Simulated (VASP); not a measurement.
Write the native input for VASP 6.6.1 that does the following.

| Property | Result |
| --- | --- |
| Task | single point |
| Functional | PBE |
| Potentials or basis | VASP PAW PBE potentials, release 64 (W_sv) |
| Cutoff | 520 eV |
| k mesh | 16 × 16 × 16 |
| Occupations | fermi-dirac, width 0.05 eV |
| Spin | no spin polarisation |
| Dipole correction | no |
| Further INCAR settings | ALGO = Normal; EDIFF = 1e-06; NBANDS = 21 |

The structure of W lies in POSCAR:

```
W
1.0
   -2.0572021538      2.0572021538      1.0823851309
    2.0572021538     -2.0572021538      1.0823851309
    2.0572021538      2.0572021538     -1.0823851309
W
2
Direct
   -0.3750000000     -0.1250000000     -0.2500000000
    0.3750000000      0.1250000000      0.2500000000
```

One way to write it, as run:

INCAR

```
ALGO     = Normal         # electronic algorithm
EDIFF    = 1E-6           # SCF threshold, eV
ENCUT    = 520            # plane-wave cutoff, eV
GGA      = PE             # functional
ISIF     = 2              # what is computed and relaxed
ISMEAR   = -1             # smearing method
LASPH    = T              # aspherical terms in the spheres
LCHARG   = F              # write CHGCAR
LREAL    = F              # projectors in reciprocal space
LWAVE    = F              # write WAVECAR
NBANDS   = 21             # bands
NELM     = 60             # most SCF steps
PREC     = Accurate       # precision mode
SIGMA    = 0.05           # smearing width, eV
```

KPOINTS

```
k-points
0
Gamma
  16 16 16
```

Potentials or basis: VASP PAW PBE potentials, release 64 (W_sv).

Run with:

```sh
$ cat potpaw_PBE.64/W_sv/POTCAR > POTCAR
$ mpirun -np 1 vasp_std > vasp.out
```

It gave:

The pressure is 597.0 GPa and the band gap on the k mesh is zero (band 14 reaches 24.96 eV, above the bottom of band 15 at 18.79 eV).

Caveat: spin-orbit coupling is left out, which moves the levels of the heavy elements.

It took 57 s on 1 thread of Intel Xeon 6975P-C, on a shared host, peak memory 0.23 GiB.
